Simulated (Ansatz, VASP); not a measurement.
# One calculation of LiF, two programs

File INCAR:

```
PREC     = Accurate       # precision mode
ENCUT    = 520            # plane-wave cutoff, eV
EDIFF    = 1E-6           # SCF threshold, eV
ISMEAR   = 0              # smearing method
SIGMA    = 0.05           # smearing width, eV
LREAL    = F              # projectors in reciprocal space
LASPH    = T              # aspherical terms in the spheres
NELM     = 80             # most SCF steps
ALGO     = Normal         # electronic algorithm
ISIF     = 2              # what is computed and relaxed
LWAVE    = F              # write WAVECAR
LCHARG   = F              # write CHGCAR
GGA      = PE             # functional
NBANDS   = 18             # bands
```

KPOINTS

```
Automatic mesh
0
Gamma
  9 9 6
```

The input POSCAR:

```
LiF
1.0
    3.0257736848      0.0000000000      0.0000000000
   -1.5128868424      2.6203968771      0.0000000000
    0.0000000000      0.0000000000      4.6040172388
Li F
2 2
Direct
    0.3333333333      0.6666666667      0.3810713234
    0.6666666667      0.3333333333      0.8810713234
    0.3333333333      0.6666666667      0.9939266766
    0.6666666667      0.3333333333      0.4939266766
```

Input for Ansatz:

```yaml
crystal:
  lattice:
    - [3.0257736848, 0.0, 0.0]
    - [-1.5128868424, 2.6203968771, 0.0]
    - [0.0, 0.0, 4.6040172388]
  atoms:
    - { symbol: Li, position: [0.3333333333, 0.6666666667, 0.3810713234] }
    - { symbol: Li, position: [0.6666666667, 0.3333333333, 0.8810713234] }
    - { symbol: F, position: [0.3333333333, 0.6666666667, 0.9939266766] }
    - { symbol: F, position: [0.6666666667, 0.3333333333, 0.4939266766] }
basis:
  ecutwfc: 520.0
kpoints:
  mp_grid: { grid: [9, 9, 6] }
hamiltonian:
  xc: pbe
scf:
  occupations: { method: gaussian, width: 0.05 }
output:
  forces: true
  stress: true
  eigenvalues: true
  write_density: true
  write_potential: true
  elf: true
  volumetric_format: npy
```

Alike in both runs: task single point; functional PBE; k mesh 9 × 9 × 6; occupations gaussian, width 0.05 eV; no spin polarisation.

```csv
,VASP,Ansatz
version,VASP 6.6.1,Ansatz 0.2.0
potentials or method,"VASP PAW PBE potentials, release 64 (Li_sv, F), cutoff 520 eV","scalar-relativistic, plane waves, PAW"
valence electrons in the cell,20,20
```

```tsv
	VASP	Ansatz	Ansatz less VASP
gap on the k mesh at the Fermi level (eV)	8.24	8.26	+0.015
least direct gap on the mesh (eV)	8.24	8.26	+0.015
rms of the force components (eV/Å)	0.123	0.117	-0.0058
```

Atom by atom the forces differ by 0.006 eV/Å (rms over components). The functional is the same, so the differences come from potentials, cutoffs and numerics.

Noted on VASP's run: the cutoff is short for stress, so the pressure is rough.
